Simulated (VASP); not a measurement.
# NaCl (Fm-3m) in VASP: further runs

Runs on NaCl. Level: LDA. Tasks: vibrations by perturbation theory.

All numbers are computed with VASP 6.6.1; they aren't measurements. Logs are shortened: lines on timing, memory, paths and dates and some standing lists are left out, and cuts for length are marked.

### Step 1. The cell of the first run

Symmetry: Fm-3m, No. 225, cubic system. The conventional cell has a = 5.018 Å, b = 5.018 Å, c = 5.018 Å, α = 90.00°, β = 90.00°, γ = 90.00°. Na (site symmetry m-3m) has 6 Cl at 2.51 Å within 3.3 Å. Cl (site symmetry m-3m) has 6 Na at 2.51 Å within 3.3 Å.

### Step 2. Vibrations by perturbation theory, LDA

Input file INCAR:

```
SYSTEM = NaCl
PREC = Accurate ; ENCUT = 520
EDIFF = 1E-8 ; ISMEAR = 0
SIGMA = 0.01 ; LREAL = .False.
LASPH = .True. ; NELM = 100
ALGO = Normal ; ISIF = 2
LWAVE = .False. ; LCHARG = .False.
NBANDS = 14 ; IBRION = 8
NSW = 1
```

Input file KPOINTS:

```
regular mesh
0
Gamma
  8 8 8
  0 0 0
```

Input file POSCAR:

```
NaCl
1.0
    2.5091669534      2.5091669534      0.0000000000
   -2.5091669534      2.5091669534      0.0000000000
    0.0000000000      2.5091669534      2.5091669534
Na Cl
1 1
Direct
    0.0000000000      0.0000000000      0.0000000000
    0.5000000000      0.5000000000      0.0000000000
```

Potentials or basis: VASP PAW LDA potentials, release 64 (Na_pv, Cl).

Run with:

```
cat potpaw_LDA.64/Na_pv/POTCAR potpaw_LDA.64/Cl/POTCAR > POTCAR
mpirun -np 1 vasp_std > vasp.out
```

OUTCAR:

```text
SYSTEM = NaCl
   PREC = Accurate
   ENCUT = 520
   EDIFF = 1E-8
   ISMEAR = 0
   LREAL = .False.
   LASPH = .True.
   NELM = 100
   ISIF = 2
   IBRION = 8
   NSW = 1

 ion  position               nearest neighbor table
   1  0.000  0.000  0.000-   2 2.51   2 2.51   2 2.51   2 2.51   2 2.51   2 2.51
   2  0.500  0.500  0.000-   1 2.51   1 2.51   1 2.51   1 2.51   1 2.51   1 2.51

  LATTYP: Found a face centered cubic cell.
 ALAT       =     5.0183339068

  Lattice vectors:

 A1 = (   0.0000000000,   2.5091669534,   2.5091669534)
 A2 = (   2.5091669534,   0.0000000000,   2.5091669534)
 A3 = (   2.5091669534,   2.5091669534,   0.0000000000)

Analysis of symmetry for initial positions (statically):
=====================================================================
 Subroutine PRICEL returns:
 Original cell was already a primitive cell.

 Routine SETGRP: Setting up the symmetry group for a
 face centered cubic supercell.

 Subroutine GETGRP returns: Found 48 space group operations
 (whereof 48 operations were pure point group operations)
 out of a pool of 48 trial point group operations.

The static configuration has the point symmetry O_h .

Analysis of symmetry for dynamics (positions and initial velocities):
=====================================================================
 Subroutine PRICEL returns:
 Original cell was already a primitive cell.

 Routine SETGRP: Setting up the symmetry group for a
 face centered cubic supercell.

 Subroutine GETGRP returns: Found 48 space group operations
 (whereof 48 operations were pure point group operations)
 out of a pool of 48 trial point group operations.

The dynamic configuration has the point symmetry O_h .

 Subroutine INISYM returns: Found 48 space group operations
 (whereof 48 operations are pure point group operations),
 and found     1 'primitive' translations

----------------------------------------------------------------------------------------

                                     Primitive cell

  volume of cell :      31.5950

  direct lattice vectors                    reciprocal lattice vectors
     2.509166953  2.509166953  0.000000000     0.199269323  0.199269323 -0.199269323
    -2.509166953  2.509166953  0.000000000    -0.199269323  0.199269323 -0.199269323
     0.000000000  2.509166953  2.509166953     0.000000000  0.000000000  0.398538646

  length of vectors
     3.548497936  3.548497936  3.548497936     0.345144592  0.345144592  0.398538646

  position of ions in fractional coordinates (direct lattice)
     0.000000000  0.000000000  0.000000000
     0.500000000  0.500000000  0.000000000

  ion indices of the primitive-cell ions
   primitive index   ion index
                 1           1
                 2           2

----------------------------------------------------------------------------------------

 KPOINTS: regular mesh

Automatic generation of k-mesh.
 Grid dimensions read from file:
 generate k-points for:    8    8    8

 Generating k-lattice:

  Cartesian coordinates                     Fractional coordinates (reciprocal lattice)
     0.024908665  0.024908665 -0.024908665     0.125000000  0.000000000  0.000000000
    -0.024908665  0.024908665 -0.024908665     0.000000000  0.125000000  0.000000000
     0.000000000  0.000000000  0.049817331     0.000000000  0.000000000  0.125000000

  Length of vectors
     0.043143074  0.043143074  0.049817331

  Shift w.r.t. Gamma in fractional coordinates (k-lattice)
     0.000000000  0.000000000  0.000000000

 Subroutine IBZKPT returns following result:
 ===========================================

 Found     29 irreducible k-points:

 Following reciprocal coordinates:
            Coordinates               Weight
  0.000000  0.000000  0.000000      1.000000
  0.125000  0.000000  0.000000      8.000000
  0.250000  0.000000  0.000000      8.000000
  0.375000  0.000000  0.000000      8.000000
  0.500000  0.000000  0.000000      4.000000
  0.125000  0.125000  0.000000     12.000000
[... 16 lines left out ...]
  0.375000  0.250000  0.125000     48.000000
  0.500000  0.250000  0.125000     24.000000
 [... further k-points ...]
   k-points           NKPTS =     29   k-points in BZ     NKDIM =     29   number of bands    NBANDS=     14
   number of dos      NEDOS =    301   number of ions     NIONS =      2
   total plane-waves  NPLWV =  21952
   dimension x,y,z NGX =    28 NGY =   28 NGZ =   28
   dimension x,y,z NGXF=    56 NGYF=   56 NGZF=   56
   ions per type =               1   1
   NGX,Y,Z   is equivalent  to a cutoff of  13.12, 13.12, 13.12 a.u.
   NGXF,Y,Z  is equivalent  to a cutoff of  26.24, 26.24, 26.24 a.u.
[... 17 lines left out ...]
   ISYM   =      2    0-nonsym 1-usesym 2-fastsym
   POTIM  = 0.5000    time-step for ionic-motion
   TEBEG  =    0.0;   TEEND  =   0.0 temperature during run
   PSTRESS=    0.0 pullay stress
   NELECT =      14.0000    total number of electrons
   NUPDOWN=      -1.0000    fix difference up-down
   EMIN   =  10.00;   EMAX   =-10.00  energy-range for DOS
   EFERMI =   0.00;   METHOD = LEGACY
   ISMEAR =     0;   SIGMA  =   0.01  broadening in eV -4-tet -1-fermi 0-gaus
   EFERMI_NEDOS =   21; number of points for ismear=-14 and -15
   IALGO  =     38    algorithm
   IMIX   =      4    mixing-type and parameters
     AMIX     =   0.40;   BMIX     =  1.00
     AMIX_MAG =   1.60;   BMIX_MAG =  1.00
  volume/ion in A,a.u.               =      15.80       106.61
  Fermi-wavevector in a.u.,A,eV,Ry     =   1.248086  2.358541 21.194060  1.557719
  Thomas-Fermi vector in A             =   2.382189
   LORBIT       =      0    0 simple, 1 ext, 2 COOP (PROOUT), +10 PAW based schemes
   GGA     = CA    functional components
   LHFCALC =     F    Hartree Fock is set to
   AEXX    =    0.0000 exact exchange contribution
   IVDW    =     0    specifies the selected vdW correction
   LEPSILON=     F    determine dielectric tensor
   LRPA    =     F    only Hartree local field effects (RPA)
 non-spin polarized calculation
 Gauss-broadening in eV      SIGMA  =   0.01
  energy-cutoff  :      520.00
  volume of cell :       31.60
 maximum number of plane-waves:       877
 NGX is ok and might be reduce to    28
   NGX = 13   NGY = 13   NGZ = 13

--------------------------------------- Ionic step        1  -------------------------------------------

 number of electron      14.0000004 magnetization

 Free energy of the ion-electron system (eV)
  ---------------------------------------------------
  ext. energy  EPLUGINS =         0.00000000
  ---------------------------------------------------
  free energy    TOTEN  =        -7.04605058 eV

  energy without entropy =       -7.04605058  energy(sigma->0) =       -7.04605058

 E-fermi :   1.7665     XC(G=0): -10.3268

 val. band max:        1.6789528352   @ k =   0.0000   0.0000   0.0000
 cond. band min:       8.1190548004   @ k =   0.0000   0.0000   0.0000
 fundamental gap:      6.4401019652
 Fermi energy:         1.7664857780

 k-point     1 :       0.0000    0.0000    0.0000
  band No.  band energies     occupation
      1     -18.7864      2.00000
      2     -18.7864      2.00000
      3     -18.7864      2.00000
      4     -12.0468      2.00000
      5       1.6790      2.00000
      6       1.6790      2.00000
      7       1.6790      2.00000
      8       8.1191      0.00000
      9      12.6511      0.00000
     10      12.6511      0.00000
     11      12.6511      0.00000
     12      15.4145      0.00000
     13      15.4145      0.00000
     14      17.3764      0.00000
[... 377 lines left out ...]
      1     -18.9059      2.00000
      2     -18.8224      2.00000
      3     -18.8047      2.00000
      4     -11.0315      2.00000
      5      -1.2565      2.00000
      6       0.2354      2.00000
      7       0.8640      2.00000
      8      10.4706      0.00000
      9      11.8649      0.00000
     10      13.4850      0.00000
     11      14.3381      0.00000
     12      17.5204      0.00000
     13      19.5385      0.00000
     14      20.4743      0.00000

 [... further k-points ...]

------------------------ aborting loop because EDIFF is reached ----------------------------------------

  FORCE on cell =-STRESS in cart. coord.  units (eV):
  Direction    XX          YY          ZZ          XY          YZ          ZX
  --------------------------------------------------------------------------------------
  -------------------------------------------------------------------------------------
  Total        2.9813853      2.9813853      2.9813853      0.0000000      0.0000000     -0.0000000
  in kB      151.1854570    151.1854570    151.1854570      0.0000000      0.0000000     -0.0000000
  external PRESSURE =     151.1854570 kB  Pullay stress =       0.0000000 kB

 VOLUME and BASIS-vectors are now :
 -----------------------------------------------------------------------------
  energy-cutoff  :      520.00
  volume of cell :       31.60
      direct lattice vectors                 reciprocal lattice vectors
     2.509166953  2.509166953  0.000000000     0.199269323  0.199269323 -0.199269323
    -2.509166953  2.509166953  0.000000000    -0.199269323  0.199269323 -0.199269323
     0.000000000  2.509166953  2.509166953     0.000000000  0.000000000  0.398538646

 POSITION                                       TOTAL-FORCE (eV/Angst)
 -----------------------------------------------------------------------------------
      0.00000      0.00000      0.00000         0.000000     -0.000000      0.000000
      0.00000      2.50917      0.00000        -0.000000      0.000000      0.000000
 -----------------------------------------------------------------------------------
    total drift:                               -0.000000      0.000000     -0.000000

  FREE ENERGIE OF THE ION-ELECTRON SYSTEM (eV)
  ---------------------------------------------------
  free  energy   TOTEN  =        -7.0460505822 eV

  energy  without entropy=       -7.0460505822  energy(sigma->0) =       -7.04605058

[... ionic steps 2 to 3 ...]

--------------------------------------- Ionic step        4  -------------------------------------------

------------------------ aborting loop because EDIFF is reached ----------------------------------------

[... ionic steps 5 to 6 ...]

--------------------------------------- Ionic step        7  -------------------------------------------

 Free energy of the ion-electron system (eV)
  ---------------------------------------------------
  ---------------------------------------------------
  free energy    TOTEN  =        -0.18589774 eV

  energy without entropy =       -0.18589774

------------------------ aborting loop because EDIFF is reached ----------------------------------------

 INTERNAL STRAIN TENSOR  FOR ION    2  DIRECTION 1   (eV/Angst):
 -----------------------------------------------------------------------------
    -0.01704 -0.00000 -0.00000
     0.00000  0.00309  0.00000
    -0.00000  0.00000  0.00309

 INTERNAL STRAIN TENSOR FOR ION    2 for displacements in x,y,z  (eV/Angst):
          X           Y           Z          XY          YZ          ZX
  --------------------------------------------------------------------------------
  x     0.00000     0.00000     0.00000     0.00000     0.00000     0.00000
  y     0.00000     0.00000     0.00000     0.00000     0.00000     0.00000
  z     0.00000     0.00000     0.00000     0.00000     0.00000     0.00000

 SECOND DERIVATIVES (NOT SYMMETRIZED)
 ------------------------------------
               1X          1Y          1Z          2X          2Y          2Z
  1X    -5.167044    0.000000   -0.000000    5.167044   -0.000000    0.000000
  1Y    -0.000000   -5.167044    0.000000    0.000000    5.167044   -0.000000
  1Z     0.000000    0.000000   -5.167044   -0.000000   -0.000000    5.167044
  2X     5.159216    0.000000   -0.000000   -5.159216   -0.000000    0.000000
  2Y    -0.000000    5.159216    0.000000    0.000000   -5.159216   -0.000000
  2Z    -0.000000   -0.000000    5.159216    0.000000    0.000000   -5.159216

 Eigenvectors and eigenvalues of the dynamical matrix
 ----------------------------------------------------

   1 f  =    9.512894 THz    59.771275 2PiTHz  317.315982 cm-1    39.342150 meV
             X         Y         Z           dx          dy          dz
      0.000000  0.000000  0.000000    -0.000000    0.779094    0.000000
      0.000000  2.509167  0.000000    -0.000000   -0.626908    0.000000
[... 21 lines left out ...]
   6 f/i=    0.003522 THz     0.022130 2PiTHz    0.117485 cm-1     0.014566 meV
             X         Y         Z           dx          dy          dz
      0.000000  0.000000  0.000000    -0.626908   -0.000000    0.000000
      0.000000  2.509167  0.000000    -0.779094    0.000000    0.000000

--------------------------------------------------------------------------------------------------------

 ELASTIC MODULI CONTR FROM IONIC RELAXATION (kBar)
 Direction    XX          YY          ZZ          XY          YZ          ZX
 --------------------------------------------------------------------------------
 XX           0.0000      0.0000      0.0000      0.0000      0.0000      0.0000
 YY           0.0000      0.0000      0.0000      0.0000      0.0000      0.0000
 ZZ           0.0000      0.0000      0.0000      0.0000      0.0000      0.0000
 XY           0.0000      0.0000      0.0000      0.0000      0.0000      0.0000
 YZ           0.0000      0.0000      0.0000      0.0000      0.0000      0.0000
 ZX           0.0000      0.0000      0.0000      0.0000      0.0000      0.0000
 --------------------------------------------------------------------------------
```

Run time: 39 s. Hardware: 1 thread of Intel Xeon 6975P-C (Granite Rapids), shared host; peak memory 0.18 GiB.

Results:

```
Highest phonon frequency at Γ, LO-TO splitting left out : 317 cm⁻¹
```

Phonon frequencies in cm⁻¹ (negative: imaginary):
| q point | frequencies |
| --- | --- |
| (0.000, 0.000, 0.000) | 0 0 0 317 317 317 |

Caveat: the cell stands under pressure or tension, which shifts response properties.

[end of part 1 of 3]
